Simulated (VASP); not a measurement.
Write the native input for VASP 6.6.1 that does the following.

```
Task                    : single point
Functional              : PBE
Potentials or basis     : VASP PAW PBE potentials, release 64 (Pb_d, S)
Cutoff                  : 520 eV
k mesh                  : 7 × 7 × 3
Occupations             : fermi-dirac, width 0.02 eV
Spin                    : no spin polarisation
Dipole correction       : no
k mesh for the DOS      : 11 × 11 × 5
Occupations for the DOS : tetrahedron
Further INCAR settings  : ALGO = Normal; EDIFF = 1e-06
```

PbS, a slab with vacuum:

```
Pb S
1.0
     2.94050   -2.90000    0.00000
     2.94050    2.90000    0.00000
    -1.08005    0.00000   11.70929
Pb S
2 2
Direct
  0.77560 0.77560 0.63638
  0.22440 0.22440 0.36362
  0.26840 0.26840 0.59860
  0.73160 0.73160 0.40140
```

These files were run (other wordings do the same):

POSCAR

```
PbS
1.0
    2.9405000000     -2.9000000000      0.0000000000
    2.9405000000      2.9000000000      0.0000000000
   -1.0800500000      0.0000000000     11.7092900000
Pb S
2 2
Direct
    0.7756000000      0.7756000000      0.6363800000
    0.2244000000      0.2244000000      0.3636200000
    0.2684000000      0.2684000000      0.5986000000
    0.7316000000      0.7316000000      0.4014000000
```

INCAR.step1

```
ALGO = Normal
EDIFF = 1E-6
ENCUT = 520
GGA = PE
ISIF = 2
ISMEAR = -1
LASPH = True
LCHARG = True
LREAL = False
LWAVE = False
NBANDS = 28
NELM = 100
PREC = Accurate
SIGMA = 0.02
```

KPOINTS.step1

```
k-points
0
Gamma
  7 7 3
```

INCAR.step2

```
ALGO = Normal
EDIFF = 1E-6
ENCUT = 520
GGA = PE
ICHARG = 11
ISIF = 2
ISMEAR = -5
LASPH = True
LCHARG = False
LORBIT = 11
LREAL = False
LWAVE = False
NEDOS = 1001
NELM = 100
PREC = Accurate
SIGMA = 0.02
```

KPOINTS.step2

```
k-points
0
Gamma
  11 11 5
```

Potentials or basis: VASP PAW PBE potentials, release 64 (Pb_d, S).

Launch:

```sh
$ cat potpaw_PBE.64/Pb_d/POTCAR potpaw_PBE.64/S/POTCAR > POTCAR
$ cp INCAR.step1 INCAR
$ cp KPOINTS.step1 KPOINTS
$ mpirun -np 1 vasp_std > vasp.out
$ cp INCAR.step2 INCAR
$ cp KPOINTS.step2 KPOINTS
$ mpirun -np 1 vasp_std > vasp.out
```

It gave:

```json
{
  "Valence electrons inside the program's atomic spheres": "Pb 11.84; S 3.70"
}
```

Caveat: there is no dipole correction, which matters where the two faces differ.

Run time: 10 min on 1 thread of Oxide Virtual Turin-like Processor, on a shared host, peak memory 0.74 GiB.
